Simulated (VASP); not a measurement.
Here is a VASP 6.6.1 calculation.

INCAR

```
SYSTEM = In4Ag
ALGO = Normal ; EDIFF = 1E-6
ENCUT = 520 ; GGA = PE
ISIF = 2 ; ISMEAR = 0
ISYM = 0 ; LASPH = .True.
LCHARG = .False. ; LREAL = Auto
LWAVE = .False. ; NBANDS = 142
NELM = 100 ; PREC = Accurate
SIGMA = 0.1
```

Contents of KPOINTS:

```
Automatic mesh
0
Gamma
  2 2 2
  0.5 0.5 0.5
```

File POSCAR:

```
In4Ag
1.0
   -5.8870270643      6.0112903660     -2.1662913664
   -5.8505574968     -2.1493208777      5.9527931294
    1.4367172523      4.9680470111      4.9460193421
Ag In
4 16
Direct
    0.5279355999      1.0575310540      0.5437319547
    0.0345758494      0.0691068579      0.5462762662
    0.5588010034      0.7137798913      0.5845418520
    0.7308206854      0.2195165729      0.7278603693
   -0.0165855962      1.0227133887     -0.0368851002
    0.5468620596      0.4706605297      0.9233964518
    0.5483718145      0.1104818883      0.0965874990
    0.2366922080      0.5722025488      0.1997533880
    0.1954219227      0.2290759725      0.1753588023
    0.6572604041      0.7091069441      0.1748532139
    0.8055886265      0.1967551711      0.3041110172
    0.3083981683      0.8845304931      0.3813259970
    0.5066572134      0.4185036134      0.4573429854
    0.9357692280      0.4548575329      0.5124232546
    0.9445251317      0.8054580734      0.3460053122
    0.1995686620      0.6259214804      0.7292094217
    0.2377874447      0.2375914134      0.7164420204
    0.7788282087      0.8557557286      0.7498617218
    0.9169880008      0.4686986885      0.9824047471
    0.3642092290      0.8772057842      0.9133702052
```

Potentials or basis: VASP PAW PBE potentials, release 64 (Ag, In_d).

Run with:

```bash
$ cat potpaw_PBE.64/Ag/POTCAR potpaw_PBE.64/In_d/POTCAR > POTCAR
$ mpirun -np 1 vasp_std > vasp.out
```

Question: What does it give for the largest force?

Answer: 0.047 eV/Å.

Question: What does it give for the pressure?

Answer: 0.0 GPa.

Stress tensor (GPa, compression positive):
```
 0.00  0.01 -0.04
 0.01  0.07 -0.01
-0.04 -0.01 -0.10
```

Caveat: the k points lie up to 0.45 Å⁻¹ apart.
